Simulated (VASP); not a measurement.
Here is a VASP 6.6.1 calculation.

File INCAR:

```
SYSTEM = As
  ALGO = Normal
  DIPOL = 0.5 0.5 0.631
  EDIFF = 1E-6
  ENCUT = 400
  GGA = PE
  GGA_COMPAT = .False.
  IDIPOL = 3
  ISIF = 2
  ISMEAR = 0
  IVDW = 12
  LASPH = .True.
  LCHARG = .True.
  LDIPOL = .True.
  LELF = .True.
  LREAL = .False.
  LVACPOTAV = .True.
  LVHAR = .True.
  LWAVE = .False.
  NBANDS = 22
  NELM = 120
  NELMDL = -8
  PREC = Accurate
  SIGMA = 0.04
```

Contents of KPOINTS:

```
k-points
0
Gamma
  12 12 1
  0 0 0
```

POSCAR

```
As
1.0
    3.6093869210      0.0000000000      0.0000000000
   -1.8046934605      3.1258207657      0.0000000000
    0.0000000000      0.0000000000     22.5000000000
As
2
Direct
    0.0000000000      0.0000000000      0.5998500319
    0.3333333333      0.6666666667      0.6614219425
```

Potentials or basis: VASP PAW PBE potentials, release 64 (As_d).

The run is started by

```bash
$ cat potpaw_PBE.64/As_d/POTCAR > POTCAR
$ mpirun -np 1 vasp_std > vasp.out
```

**Question.** Estimate the largest force.

**Answer.** 0.054 eV/Å.

**Question.** Estimate the dispersion energy per atom.

**Answer.** -0.207 eV.

**Question.** What does it give for the band gap on the k mesh?

**Answer.** 1.67 eV (least direct gap 1.95 eV).

Forces in eV/Å, atoms in the order of the input:
```
As   0.000  0.000 -0.054
As   0.000  0.000  0.054
```
